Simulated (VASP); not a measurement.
# Li4SiN2 (C2/m) in VASP: a series of runs

The runs below take Li4SiN2 through single point, relaxation of cell and atoms, with PBE.

Everything below comes from runs of VASP 6.6.1. Logs are shortened: lines on timing, memory, paths and dates and some standing lists are left out, and cuts for length are marked.

## (1) The cell of the first run

The structure is monoclinic, space group C2/m (No. 12). Conventional cell: a = 10.102 Å, b = 3.401 Å, c = 5.597 Å, α = 90.00°, β = 117.78°, γ = 90.00°. Li (site symmetry m) has 3 N at 2.04 to 2.28 Å and 5 Li at 2.37 to 2.69 Å and 1 Si at 2.75 Å within 2.8 Å. Li (site symmetry m) has 3 N at 2.00 to 2.21 Å and 5 Li at 2.43 to 2.69 Å and 2 Si at 2.70 Å within 2.7 Å. Within 2.2 Å of Si (site symmetry 2/m) lie 2 N at 1.68 Å. Within 2.3 Å of N (site symmetry m) lie 1 Si at 1.68 Å and 6 Li at 2.00 to 2.28 Å.

The cell was generated, and may not be a known phase.

## (2) Single point, PBE

INCAR reads:

```
PREC = Accurate
ENCUT = 520
EDIFF = 1E-7
ISMEAR = 0
SIGMA = 0.2
LREAL = F
LASPH = T
NELM = 100
ALGO = Normal
ISIF = 2
LWAVE = F
LCHARG = T
GGA = PE
LELF = T
LVHAR = T
NBANDS = 22
```

KPOINTS reads:

```
Automatic mesh
0
Gamma
  6 6 4
```

POSCAR reads:

```
Li4SiN2
1.0
    5.4261545942     -1.7003295403     -1.0201865123
    5.4261545942      1.7003295403     -1.0201865123
   -2.3933190765      0.0000000000      5.0590776281
Li Si N
4 1 2
Direct
    0.7177504481      0.7177504481      1.1003629637
    0.2822495519      0.2822495519     -0.1003629637
    0.1409506167      0.1409506167      0.3642257672
    0.8590493833      0.8590493833      0.6357742328
    0.5000000000      0.5000000000      0.5000000000
    0.3154832215      0.3154832215      0.3415670989
    0.6845167785      0.6845167785      0.6584329011
```

Potentials or basis: VASP PAW PBE potentials, release 64 (Li_sv, Si, N).

Launch:

```sh
cat potpaw_PBE.64/Li_sv/POTCAR potpaw_PBE.64/Si/POTCAR potpaw_PBE.64/N/POTCAR > POTCAR
mpirun -np 1 vasp_std > vasp.out
```

OUTCAR:

```text
PREC = Accurate
   ENCUT = 520
   EDIFF = 1E-7
   ISMEAR = 0
   LREAL = F
   LASPH = T
   NELM = 100
   ISIF = 2
   GGA = PE

 ion  position               nearest neighbor table
   1  0.718  0.718  0.100-   6 2.04   6 2.04   2 2.37   2 2.37   4 2.43   5 2.75
   2  0.282  0.282  0.900-   7 2.04   7 2.04   1 2.37   1 2.37   3 2.43   5 2.75
   3  0.141  0.141  0.364-   6 2.00   2 2.43   4 2.59   4 2.59   5 2.70   5 2.70
   4  0.859  0.859  0.636-   7 2.00   1 2.43   3 2.59   3 2.59   5 2.70   5 2.70
   5  0.500  0.500  0.500-   6 1.68   7 1.68   3 2.70   3 2.70   4 2.70   4 2.70   1 2.75   2 2.75

   6  0.315  0.315  0.342-   5 1.68   3 2.00   1 2.04   1 2.04
   7  0.685  0.685  0.658-   5 1.68   4 2.00   2 2.04   2 2.04

  Warning from LATTYP: Got some problem with cell dimensions!
  Tried to take original basis but could not verify dimensions!
  LATTYP: Found a base centered monoclinic cell.
 ALAT       =    10.1016301106
 B/A-ratio  =     0.3366445854
 C/A-ratio  =     0.5540321445
 COS(beta)  =    -0.4660654714

  Lattice vectors:

 A1 = (  -3.0328355177,   1.7003295403,  -4.0388911158)
 A2 = (  -3.0328355177,  -1.7003295403,  -4.0388911158)
 A3 = (  -2.3933190765,   0.0000000000,   5.0590776281)

Analysis of symmetry for initial positions (statically):
=====================================================================
 Subroutine PRICEL returns:
 Original cell was already a primitive cell.

 Routine SETGRP: Setting up the symmetry group for a
 base centered monoclinic supercell.

 Subroutine GETGRP returns: Found  4 space group operations
 (whereof  4 operations were pure point group operations)
 out of a pool of  4 trial point group operations.

The static configuration has the point symmetry C_2h.

Analysis of symmetry for dynamics (positions and initial velocities):
=====================================================================
 Subroutine PRICEL returns:
 Original cell was already a primitive cell.

 Routine SETGRP: Setting up the symmetry group for a
 base centered monoclinic supercell.

 Subroutine GETGRP returns: Found  4 space group operations
 (whereof  4 operations were pure point group operations)
 out of a pool of  4 trial point group operations.

The dynamic configuration has the point symmetry C_2h.

 Subroutine INISYM returns: Found  4 space group operations
 (whereof  4 operations are pure point group operations),
 and found     1 'primitive' translations

----------------------------------------------------------------------------------------

                                     Primitive cell

  volume of cell :      85.0495

  direct lattice vectors                    reciprocal lattice vectors
     5.426154594 -1.700329540 -1.020186512     0.101142287 -0.294060644  0.047847806
     5.426154594  1.700329540 -1.020186512     0.101142287  0.294060644  0.047847806
    -2.393319077  0.000000000  5.059077628     0.040791624  0.000000000  0.216961955

  length of vectors
     5.777114742  5.777114742  5.596627793     0.314628094  0.314628094  0.220763327

  position of ions in fractional coordinates (direct lattice)
     0.717750448  0.717750448  0.100362964
     0.282249552  0.282249552  0.899637036
     0.140950617  0.140950617  0.364225767
     0.859049383  0.859049383  0.635774233
     0.500000000  0.500000000  0.500000000
     0.315483222  0.315483222  0.341567099
     0.684516778  0.684516778  0.658432901

  ion indices of the primitive-cell ions
   primitive index   ion index
                 1           1
                 2           2
                 3           3
                 4           4
                 5           5
                 6           6
                 7           7

----------------------------------------------------------------------------------------

 KPOINTS: Automatic mesh

Automatic generation of k-mesh.
 Grid dimensions read from file:
 generate k-points for:    6    6    4

 Generating k-lattice:

  Cartesian coordinates                     Fractional coordinates (reciprocal lattice)
     0.016857048 -0.049010107  0.007974634     0.166666667 -0.000000000 -0.000000000
     0.016857048  0.049010107  0.007974634    -0.000000000  0.166666667 -0.000000000
     0.010197906  0.000000000  0.054240489     0.000000000  0.000000000  0.250000000

  Length of vectors
     0.052438016  0.052438016  0.055190832

  Shift w.r.t. Gamma in fractional coordinates (k-lattice)
     0.000000000  0.000000000  0.000000000

 Subroutine IBZKPT returns following result:
 ===========================================

 Found     47 irreducible k-points:

 Following reciprocal coordinates:
            Coordinates               Weight
  0.000000  0.000000  0.000000      1.000000
  0.166667  0.000000 -0.000000      4.000000
  0.333333 -0.000000 -0.000000      4.000000
  0.500000  0.000000 -0.000000      2.000000
  0.166667  0.166667 -0.000000      2.000000
  0.333333  0.166667 -0.000000      4.000000
[... 16 lines left out ...]
 -0.333333  0.166667  0.250000      4.000000
 -0.166667  0.166667  0.250000      4.000000
 [... further k-points ...]
   k-points           NKPTS =     47   k-points in BZ     NKDIM =     47   number of bands    NBANDS=     22
   number of dos      NEDOS =    301   number of ions     NIONS =      7
   total plane-waves  NPLWV =  96768
   dimension x,y,z NGX =    48 NGY =   48 NGZ =   42
   dimension x,y,z NGXF=    96 NGYF=   96 NGZF=   84
   ions per type =               4   1   2
   NGX,Y,Z   is equivalent  to a cutoff of  13.81, 13.81, 12.48 a.u.
   NGXF,Y,Z  is equivalent  to a cutoff of  27.63, 27.63, 24.95 a.u.
 SYSTEM =  unknown system
   PREC   = accura    normal or accurate (medium, high low for compatibility)
   ISTART =      0    job   : 0-new  1-cont  2-samecut
   ICHARG =      2    charge: 1-file 2-atom 10-const
   ISPIN  =      1    spin polarized calculation?
   LNONCOLLINEAR =      F non collinear calculations
   LSORBIT =      F    spin-orbit coupling
   LASPH  =      T    aspherical Exc in radial PAW
   ENCUT  =  520.0 eV  38.22 Ry    6.18 a.u.  10.74 10.74 10.41*2*pi/ulx,y,z
   NELM   =    100;   NELMIN=  2; NELMDL= -5     # of ELM steps
   EDIFF  = 0.1E-06   stopping-criterion for ELM
   LREAL  =      F    real-space projection
   EDIFFG = 0.1E-05   stopping-criterion for IOM
   NSW    =      0    number of steps for IOM
   IBRION =     -1    ionic relax: 0-MD 1-quasi-New 2-CG
   NFREE  =      0    steps in history (QN), initial steepest desc. (CG)
   ISIF   =      2    stress and relaxation
   ISYM   =      2    0-nonsym 1-usesym 2-fastsym
   POTIM  = 0.5000    time-step for ionic-motion
   TEBEG  =    0.0;   TEEND  =   0.0 temperature during run
   PSTRESS=    0.0 pullay stress
   NELECT =      26.0000    total number of electrons
   NUPDOWN=      -1.0000    fix difference up-down
   EMIN   =  10.00;   EMAX   =-10.00  energy-range for DOS
   EFERMI =   0.00;   METHOD = LEGACY
   ISMEAR =     0;   SIGMA  =   0.20  broadening in eV -4-tet -1-fermi 0-gaus
   EFERMI_NEDOS =   21; number of points for ismear=-14 and -15
   IALGO  =     38    algorithm
   IMIX   =      4    mixing-type and parameters
     AMIX     =   0.40;   BMIX     =  1.00
     AMIX_MAG =   1.60;   BMIX_MAG =  1.00
  volume/ion in A,a.u.               =      12.15        81.99
  Fermi-wavevector in a.u.,A,eV,Ry     =   1.102830  2.084047 16.547880  1.216235
  Thomas-Fermi vector in A             =   2.239279
   LORBIT       =      0    0 simple, 1 ext, 2 COOP (PROOUT), +10 PAW based schemes
   GGA     = PE    functional components
   LHFCALC =     F    Hartree Fock is set to
   AEXX    =    0.0000 exact exchange contribution
   IVDW    =     0    specifies the selected vdW correction
   LEPSILON=     F    determine dielectric tensor
   LRPA    =     F    only Hartree local field effects (RPA)
 non-spin polarized calculation
 Gauss-broadening in eV      SIGMA  =   0.20
  energy-cutoff  :      520.00
  volume of cell :       85.05
 maximum number of plane-waves:      2312
 NGX is ok and might be reduce to    48

 number of electron      25.9999998 magnetization

 Free energy of the ion-electron system (eV)
  ---------------------------------------------------
  ext. energy  EPLUGINS =         0.00000000
  ---------------------------------------------------
  free energy    TOTEN  =       -32.56268853 eV

  energy without entropy =      -32.52158505  energy(sigma->0) =      -32.54213679

 E-fermi :   3.7946     XC(G=0):  -8.9559

 val. band max:        3.7942861868   @ k =   0.3333   0.3333   0.2500
 cond. band min:       3.7951707871   @ k =   0.0000   0.0000   0.5000
 fundamental gap:      0.0008846002
 Fermi energy:         3.7946179780

 k-point     1 :       0.0000    0.0000    0.0000
  band No.  band energies     occupation
      1     -42.3496      2.00000
      2     -42.2604      2.00000
      3     -42.1647      2.00000
      4     -42.1300      2.00000
      5     -11.9151      2.00000
      6     -10.9287      2.00000
[... 14 lines left out ...]
     21      10.9531      0.00000
     22      11.4297      0.00000

 k-point     2 :       0.1667    0.0000   -0.0000
  band No.  band energies     occupation
      1     -42.3427      2.00000
      2     -42.2654      2.00000
      3     -42.1620      2.00000
      4     -42.1319      2.00000
      5     -11.8319      2.00000
      6     -10.9089      2.00000
[... 14 lines left out ...]
     21      10.9585      0.00000
     22      11.7899      0.00000

 k-point     3 :       0.3333   -0.0000   -0.0000
  band No.  band energies     occupation
      1     -42.3247      2.00000
      2     -42.2800      2.00000
      3     -42.1549      2.00000
      4     -42.1376      2.00000
      5     -11.6508      2.00000
      6     -10.8737      2.00000
[... 14 lines left out ...]
     21      11.7404      0.00000
     22      12.4593      0.00000
[... 476 lines left out ...]
 k-point    23 :      -0.3333    0.1667    0.2500
  band No.  band energies     occupation
      1     -42.3014      2.00000
      2     -42.3014      2.00000
      3     -42.1464      2.00000
      4     -42.1454      2.00000
      5     -11.5503      2.00000
      6     -10.8609      2.00000
[... 14 lines left out ...]
     21      12.0752      0.00000
     22      12.4617      0.00000

 k-point    24 :      -0.1667    0.1667    0.2500
  band No.  band energies     occupation
      1     -42.3233      2.00000
      2     -42.2816      2.00000
      3     -42.1543      2.00000
      4     -42.1379      2.00000
      5     -11.6535      2.00000
      6     -10.8654      2.00000
[... 14 lines left out ...]
     21      11.8939      0.00000
     22      12.1861      0.00000

 [... further k-points ...]
[... 5 lines left out ...]
  --------------------------------------------------------------------------------------
  -------------------------------------------------------------------------------------
  Total       -0.0912459     -0.0185386     -0.1489993      0.0000000      0.0000000      0.0092820
  in kB       -1.7189067     -0.3492337     -2.8068751      0.0000000      0.0000000      0.1748567
  external PRESSURE =      -1.6250052 kB  Pullay stress =       0.0000000 kB

 VOLUME and BASIS-vectors are now :
 -----------------------------------------------------------------------------
  energy-cutoff  :      520.00
  volume of cell :       85.05
      direct lattice vectors                 reciprocal lattice vectors
     5.426154594 -1.700329540 -1.020186512     0.101142287 -0.294060644  0.047847806
     5.426154594  1.700329540 -1.020186512     0.101142287  0.294060644  0.047847806
    -2.393319077  0.000000000  5.059077628     0.040791624  0.000000000  0.216961955

 POSITION                                       TOTAL-FORCE (eV/Angst)
 -----------------------------------------------------------------------------------
      7.54905      0.00000     -0.95673         0.013598      0.000000      0.011268
      0.90994      0.00000      3.97544        -0.013598      0.000000     -0.011268
      0.65793      0.00000      1.55505        -0.041239      0.000000      0.014030
      7.80106      0.00000      1.46365         0.041239      0.000000     -0.014030
      4.22950      0.00000      1.50935        -0.000000     -0.000000     -0.000000
      2.60624      0.00000      1.08431        -0.027523      0.000000     -0.043108
      5.85275      0.00000      1.93439         0.027523      0.000000      0.043108
 -----------------------------------------------------------------------------------
    total drift:                               -0.000000     -0.000000      0.000000

  FREE ENERGIE OF THE ION-ELECTRON SYSTEM (eV)
  ---------------------------------------------------
  free  energy   TOTEN  =       -32.5626885307 eV

  energy  without entropy=      -32.5215850496  energy(sigma->0) =      -32.54213679
```

It took 68 s on 1 thread of Intel Xeon 6975P-C (Granite Rapids), shared host; peak memory 0.31 GiB.

What came out:

* Free energy: -32.5627 eV
* Largest force: 0.051 eV/Å
* Band gap on the k mesh: zero (bands 13 and 14 overlap by 1.38 eV)

Forces in eV/Å, atoms in the order of the input:
```
Li   0.014  0.000  0.011
Li  -0.014  0.000 -0.011
Li  -0.041  0.000  0.014
Li   0.041  0.000 -0.014
Si   0.000  0.000  0.000
N   -0.028  0.000 -0.043
N    0.028  0.000  0.043
```

Caveat: the cutoff is under 1.25 times the usual one of these potentials, so pressure, stress and relaxed cells hold a basis-set (Pulay) error.

## (3) Single point, PBE

This run uses another cell than the first one, of the same volume but with other edges.

INCAR reads:

```
PREC = Accurate
ENCUT = 520
EDIFF = 1E-6
ISMEAR = 0
SIGMA = 0.2
LREAL = F
LASPH = T
NELM = 80
ALGO = Normal
ISIF = 2
LWAVE = F
LCHARG = F
GGA = PE
NBANDS = 22
```

KPOINTS reads:

```
regular mesh
0
Gamma
  6 6 4
```

POSCAR reads:

```
Li4SiN2
1.0
    0.0000000000     -3.4176013802      0.0000000000
   -5.0418691643      1.7088006901      0.0018029644
    2.6055425938      0.0000000000     -4.9297701612
Li Si N
4 1 2
Direct
    0.2809833226      0.5619666453      0.6640420535
    0.7190166774      0.4380333547      0.3359579465
    0.8598370382      0.7196740764      0.0835398707
    0.1401629618      0.2803259236      0.9164601293
    0.5000000000      0.0000000000      0.5000000000
    0.6851630749      0.3703261498      0.7101117042
    0.3148369251      0.6296738502      0.2898882958
```

Potentials or basis: VASP PAW PBE potentials, release 64 (Li_sv, Si, N).

Launch:

```sh
cat potpaw_PBE.64/Li_sv/POTCAR potpaw_PBE.64/Si/POTCAR potpaw_PBE.64/N/POTCAR > POTCAR
mpirun -np 1 vasp_std > vasp.out
```

Run time: 35 s. Hardware: 1 thread of Intel Xeon 6975P-C (Granite Rapids), shared host; peak memory 0.24 GiB.

Results (log left out):

```
Free energy            : -32.5631 eV
Largest force          : 0.031 eV/Å
Band gap on the k mesh : zero (bands 13 and 14 overlap by 1.37 eV)
```

Forces in eV/Å, atoms in the order of the input:
```
Li  -0.012  0.000  0.014
Li   0.012  0.000 -0.014
Li  -0.007  0.000 -0.004
Li   0.007  0.000  0.004
Si   0.000  0.000  0.000
N   -0.019  0.000 -0.024
N    0.019  0.000  0.024
```

Levels at points of the mesh, in eV from the Fermi level:
| k point | band 11 | band 12 | band 13 | band 14 | band 15 | band 16 |
| --- | --- | --- | --- | --- | --- | --- |
| (0.00, 0.00, 0.00) | -2.92 | -2.82 | -2.22 | 1.06 | 2.05 | 4.34 |
| (0.50, 0.00, 0.00) | -4.16 | -3.36 | -0.07 | 0.36 | 2.23 | 3.02 |
| (0.00, 0.50, 0.00) | -2.62 | -2.21 | -0.50 | 0.53 | 1.05 | 4.35 |
| (0.00, 0.00, 0.50) | -3.18 | -2.52 | -0.87 | -0.84 | 3.48 | 4.07 |
| (0.50, 0.00, 0.50) | -4.34 | -3.06 | 0.23 | 0.78 | 1.32 | 2.13 |
| (0.00, 0.50, 0.50) | -3.12 | -2.65 | -0.33 | 0.01 | 3.75 | 4.17 |

Caveat: the cutoff is under 1.25 times the usual one of these potentials, so pressure, stress and relaxed cells hold a basis-set (Pulay) error.

(Part 1 of 2 ends here.)

The gap in the log of VASP goes by the Fermi energy; the results here count the filled bands.